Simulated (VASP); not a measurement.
# Te2Mo in VASP: notebook

The runs below take Te2Mo through single point, with r2SCAN.

All numbers are computed with VASP 6.6.1; they aren't measurements. Logs are shortened: lines on timing, memory, paths and dates and some standing lists are left out, and cuts for length are marked.

## 1. The cell of the first run

The cell holds a slab with vacuum, 3 atoms: a = 3.560 Å, b = 3.560 Å, c = 17.524 Å, α = 90.00°, β = 90.00°, γ = 120.00°.

## 2. Single point, r2SCAN (atom 1 (Te) moved by (+0.000, -0.200) A along x and y)

File POSCAR:

```
Te2Mo
1.0
    3.5602328140      0.0000000000      0.0000000000
   -1.7801164070      3.0832520603      0.0000000000
    0.0000000000      0.0000000000     17.5240578200
Te Mo
2 1
Direct
    0.3009000460      0.6018000920      0.8978554500
    0.3333333333      0.6666666667      0.1021445500
    0.0000000000      0.0000000000      0.0000000000
```

File INCAR.step1:

```
SYSTEM = Te2Mo
  ALGO = Normal
  EDIFF = 1E-4
  ENCUT = 520
  GGA = PE
  ISMEAR = 0
  LASPH = .TRUE.
  LCHARG = .FALSE.
  LREAL = .FALSE.
  LWAVE = .TRUE.
  NBANDS = 20
  NELM = 100
  PREC = Accurate
  SIGMA = 0.05
```

File INCAR.step2:

```
SYSTEM = Te2Mo
  ALGO = Normal
  EDIFF = 1E-7
  ENCUT = 520
  ISIF = 2
  ISMEAR = 0
  ISTART = 1
  LASPH = .TRUE.
  LCHARG = .FALSE.
  LMIXTAU = .TRUE.
  LREAL = .FALSE.
  LWAVE = .FALSE.
  METAGGA = R2SCAN
  NBANDS = 20
  NELM = 100
  PREC = Accurate
  SIGMA = 0.05
```

File KPOINTS:

```
k-points
0
G
  12 12 2
  0 0 0
```

Potentials or basis: VASP PAW PBE potentials, release 64 (Te, Mo_sv).

Run with:

```
> cat potpaw_PBE.64/Te/POTCAR potpaw_PBE.64/Mo_sv/POTCAR > POTCAR
> cp INCAR.step1 INCAR
> mpirun -np 1 vasp_std > vasp.out
> cp INCAR.step2 INCAR
> mpirun -np 1 vasp_std > vasp.out
```

OUTCAR:

```text
SYSTEM = Te2Mo
   EDIFF = 1E-7
   ENCUT = 520
   ISIF = 2
   ISMEAR = 0
   ISTART = 1
   LASPH = .TRUE.
   LREAL = .FALSE.
   METAGGA = R2SCAN
   NELM = 100
   PREC = Accurate

 ion  position               nearest neighbor table
   1  0.301  0.602  0.898-   3 2.58   3 2.81   3 2.81   2 3.59
   2  0.333  0.667  0.102-   3 2.73   3 2.73   3 2.73   1 3.59
   3  0.000  0.000  0.000-   1 2.58   2 2.73   2 2.73   2 2.73   1 2.81   1 2.81

  LATTYP: Found a hexagonal cell.
 ALAT       =     3.5602328140
 C/A-ratio  =     4.9221662558

  Lattice vectors:

 A1 = (   3.5602328140,   0.0000000000,   0.0000000000)
 A2 = (  -1.7801164070,   3.0832520603,   0.0000000000)
 A3 = (   0.0000000000,   0.0000000000,  17.5240578200)

Analysis of symmetry for initial positions (statically):
=====================================================================
 Subroutine PRICEL returns:
 Original cell was already a primitive cell.

 Routine SETGRP: Setting up the symmetry group for a
 hexagonal supercell.

 Subroutine GETGRP returns: Found  2 space group operations
 (whereof  2 operations were pure point group operations)
 out of a pool of 24 trial point group operations.

The static configuration has the point symmetry C_1h.

Analysis of symmetry for dynamics (positions and initial velocities):
=====================================================================
 Subroutine PRICEL returns:
 Original cell was already a primitive cell.

 Routine SETGRP: Setting up the symmetry group for a
 hexagonal supercell.

 Subroutine GETGRP returns: Found  2 space group operations
 (whereof  2 operations were pure point group operations)
 out of a pool of 24 trial point group operations.

The dynamic configuration has the point symmetry C_1h.

 Subroutine INISYM returns: Found  2 space group operations
 (whereof  2 operations are pure point group operations),
 and found     1 'primitive' translations

----------------------------------------------------------------------------------------

                                     Primitive cell

  volume of cell :     192.3633

  direct lattice vectors                    reciprocal lattice vectors
[... 83 lines left out ...]
   ISPIN  =      1    spin polarized calculation?
   LNONCOLLINEAR =      F non collinear calculations
   LSORBIT =      F    spin-orbit coupling
   LASPH  =      T    aspherical Exc in radial PAW
   ENCUT  =  520.0 eV  38.22 Ry    6.18 a.u.   6.62  6.62 32.58*2*pi/ulx,y,z
   NELM   =    100;   NELMIN=  2; NELMDL=  0     # of ELM steps
   EDIFF  = 0.1E-06   stopping-criterion for ELM
   LREAL  =      F    real-space projection
   EDIFFG = 0.1E-05   stopping-criterion for IOM
   NSW    =      0    number of steps for IOM
   IBRION =     -1    ionic relax: 0-MD 1-quasi-New 2-CG
   NFREE  =      0    steps in history (QN), initial steepest desc. (CG)
   ISIF   =      2    stress and relaxation
   ISYM   =      2    0-nonsym 1-usesym 2-fastsym
   POTIM  = 0.5000    time-step for ionic-motion
   TEBEG  =    0.0;   TEEND  =   0.0 temperature during run
   PSTRESS=    0.0 pullay stress
   NELECT =      26.0000    total number of electrons
   NUPDOWN=      -1.0000    fix difference up-down
   EMIN   =  10.00;   EMAX   =-10.00  energy-range for DOS
   EFERMI =   0.00;   METHOD = LEGACY
   ISMEAR =     0;   SIGMA  =   0.05  broadening in eV -4-tet -1-fermi 0-gaus
   EFERMI_NEDOS =   21; number of points for ismear=-14 and -15
   IALGO  =     38    algorithm
   IMIX   =      4    mixing-type and parameters
     AMIX     =   0.40;   BMIX     =  1.00
     AMIX_MAG =   1.60;   BMIX_MAG =  1.00
  volume/ion in A,a.u.               =      64.12       432.71
  Fermi-wavevector in a.u.,A,eV,Ry     =   0.840153  1.587660  9.603777  0.705858
  Thomas-Fermi vector in A             =   1.954489
   LORBIT       =      0    0 simple, 1 ext, 2 COOP (PROOUT), +10 PAW based schemes
   METAGGA = R2SCAN    functional components
   LHFCALC =     F    Hartree Fock is set to
   AEXX    =    0.0000 exact exchange contribution
   IVDW    =     0    specifies the selected vdW correction
   LEPSILON=     F    determine dielectric tensor
   LRPA    =     F    only Hartree local field effects (RPA)
 non-spin polarized calculation
 Gauss-broadening in eV      SIGMA  =   0.05
  energy-cutoff  :      520.00
  volume of cell :      192.36
 maximum number of plane-waves:      5262
   NGX = 13   NGY = 13   NGZ = 65

 number of electron      26.0000000 magnetization

 Free energy of the ion-electron system (eV)
  ---------------------------------------------------
  ext. energy  EPLUGINS =         0.00000000
  ---------------------------------------------------
  free energy    TOTEN  =       -77.62293622 eV

  energy without entropy =      -77.62293622  energy(sigma->0) =      -77.62293622

 E-fermi :   0.3102     XC(G=0):  -4.7918

 val. band max:        0.0029786579   @ k =   0.3333   0.3333   0.5000
 cond. band min:       1.1143490952   @ k =   0.3333   0.3333   0.0000
 fundamental gap:      1.1113704373
 Fermi energy:         0.3101861056

 k-point     1 :       0.0000    0.0000    0.0000
  band No.  band energies     occupation
      1     -62.6436      2.00000
      2     -36.0779      2.00000
      3     -35.9862      2.00000
      4     -35.9624      2.00000
      5     -13.1279      2.00000
      6     -12.0684      2.00000
[... 541 lines left out ...]
     19       6.7234      0.00000
     20       6.9421      0.00000

 [... further k-points ...]

------------------------ aborting loop because EDIFF is reached ----------------------------------------

  FORCE on cell =-STRESS in cart. coord.  units (eV):
  Direction    XX          YY          ZZ          XY          YZ          ZX
  --------------------------------------------------------------------------------------
  -------------------------------------------------------------------------------------
  Total       -0.3818001      0.8638240      0.7135852      0.0000000     -2.6828773      0.0000000
  in kB       -3.1799807      7.1947178      5.9433915      0.0000000    -22.3454597      0.0000000
  external PRESSURE =       3.3193762 kB  Pullay stress =       0.0000000 kB

 VOLUME and BASIS-vectors are now :
 -----------------------------------------------------------------------------
  energy-cutoff  :      520.00
  volume of cell :      192.36
      direct lattice vectors                 reciprocal lattice vectors
     3.560232814  0.000000000  0.000000000     0.280880508  0.162166437  0.000000000
    -1.780116407  3.083252060  0.000000000     0.000000000  0.324332873  0.000000000
     0.000000000  0.000000000 17.524057820     0.000000000  0.000000000  0.057064409

 POSITION                                       TOTAL-FORCE (eV/Angst)
 -----------------------------------------------------------------------------------
      0.00000      1.85550     15.73407        -0.000000      1.535763     -0.374416
     -0.00000      2.05550      1.78999        -0.000000      0.037051      0.030411
      0.00000      0.00000      0.00000         0.000000     -1.572813      0.344004
 -----------------------------------------------------------------------------------
    total drift:                               -0.000000     -0.000020      0.000002

  FREE ENERGIE OF THE ION-ELECTRON SYSTEM (eV)
  ---------------------------------------------------
  free  energy   TOTEN  =       -77.6229362151 eV

  energy  without entropy=      -77.6229362151  energy(sigma->0) =      -77.62293622
```

Wall time 53 min (1 thread of Oxide Virtual Turin-like, shared host); peak memory 0.55 GiB.

What came out:

| Item | Value |
| --- | --- |
| Free energy | -77.6229 eV |
| Largest force | 1.610 eV/Å |
| Band gap on the k mesh | 1.11 eV |

Forces on the atoms (eV/Å):
```
Te   0.000  1.536 -0.374
Te   0.000  0.037  0.030
Mo   0.000 -1.573  0.344
```

Levels at points of the mesh, in eV from the valence-band top:
| k point | band 11 | band 12 | band 13 | band 14 | band 15 | band 16 |
| --- | --- | --- | --- | --- | --- | --- |
| (0.00, 0.00, 0.00) | -1.30 | -0.75 | -0.41 | 2.79 | 3.25 | 3.48 |
| (0.50, 0.00, 0.00) | -1.65 | -0.88 | -0.30 | 1.46 | 1.85 | 3.24 |
| (0.00, 0.50, 0.00) | -1.91 | -0.85 | -0.42 | 1.39 | 1.80 | 3.72 |
| (0.00, 0.00, 0.50) | -1.30 | -0.75 | -0.41 | 2.79 | 3.25 | 3.48 |
| (0.50, 0.00, 0.50) | -1.65 | -0.88 | -0.30 | 1.46 | 1.85 | 3.24 |
| (0.00, 0.50, 0.50) | -1.91 | -0.85 | -0.42 | 1.39 | 1.80 | 3.72 |

Caveat: the cell differs from its parent crystal (atom 1 (Te) moved by (+0.000, -0.200) A along x and y); the PAW data sets were made with another functional, which shifts forces and pressure a little; spin-orbit coupling is left out, which moves the levels of the heavy elements.

## 3. Single point, r2SCAN (atom 1 (Te) moved by (+0.000, +0.200) A along x and y)

Changes to POSCAR since step 2:

```diff
@@ -8,3 +8,3 @@
 Direct
-    0.3009000460      0.6018000920      0.8978554500
+    0.3657666207      0.7315332413      0.8978554500
     0.3333333333      0.6666666667      0.1021445500
```

File INCAR.step1:

```
ALGO = Normal
EDIFF = 1E-4
ENCUT = 520
GGA = PE
ISMEAR = 0
LASPH = T
LCHARG = F
LREAL = F
LWAVE = T
NBANDS = 20
NELM = 80
PREC = Accurate
SIGMA = 0.05
```

File INCAR.step2:

```
ALGO = Normal
EDIFF = 1E-7
ENCUT = 520
ISIF = 2
ISMEAR = 0
ISTART = 1
LASPH = T
LCHARG = F
LMIXTAU = T
LREAL = F
LWAVE = F
METAGGA = R2SCAN
NBANDS = 20
NELM = 80
PREC = Accurate
SIGMA = 0.05
```

File KPOINTS:

```
k-points
0
Gamma
  12 12 2
```

Potentials or basis: VASP PAW PBE potentials, release 64 (Te, Mo_sv).

Run with:

```
> cat potpaw_PBE.64/Te/POTCAR potpaw_PBE.64/Mo_sv/POTCAR > POTCAR
> cp INCAR.step1 INCAR
> mpirun -np 1 vasp_std > vasp.out
> cp INCAR.step2 INCAR
> mpirun -np 1 vasp_std > vasp.out
```

Run time: 46 min. Hardware: 1 thread of Oxide Virtual Turin-like, shared host; peak memory 0.54 GiB.

Results (log left out):

```yaml
Free_energy: -77.6465 eV
Largest_force: 1.303 eV/Å
Band_gap_on_the_k_mesh: 1.11 eV
```

Forces in eV/Å, atoms in the order of the input:
```
Te   0.000 -1.182 -0.293
Te   0.000 -0.094  0.031
Mo   0.000  1.276  0.262
```

Levels at points of the mesh, in eV from the valence-band top:
| k point | band 10 | band 11 | band 12 | band 13 | band 14 | band 15 | band 16 | band 17 |
| --- | --- | --- | --- | --- | --- | --- | --- | --- |
| (0.00, 0.00, 0.00) | -1.66 | -1.32 | -0.76 | -0.40 | 2.76 | 3.26 | 3.53 | 3.61 |
| (0.50, 0.00, 0.00) | -2.45 | -1.81 | -0.94 | -0.29 | 1.41 | 1.82 | 3.39 | 3.97 |
| (0.00, 0.50, 0.00) | -2.65 | -1.60 | -0.62 | -0.52 | 1.48 | 1.87 | 3.20 | 3.92 |
| (0.00, 0.00, 0.50) | -1.66 | -1.32 | -0.76 | -0.40 | 2.76 | 3.26 | 3.53 | 3.61 |
| (0.50, 0.00, 0.50) | -2.45 | -1.81 | -0.94 | -0.29 | 1.41 | 1.82 | 3.39 | 3.97 |
| (0.00, 0.50, 0.50) | -2.65 | -1.60 | -0.62 | -0.52 | 1.48 | 1.87 | 3.20 | 3.92 |

Caveat: the cell differs from its parent crystal (atom 1 (Te) moved by (+0.000, +0.200) A along x and y); the PAW data sets were made with another functional, which shifts forces and pressure a little; spin-orbit coupling is left out, which moves the levels of the heavy elements.
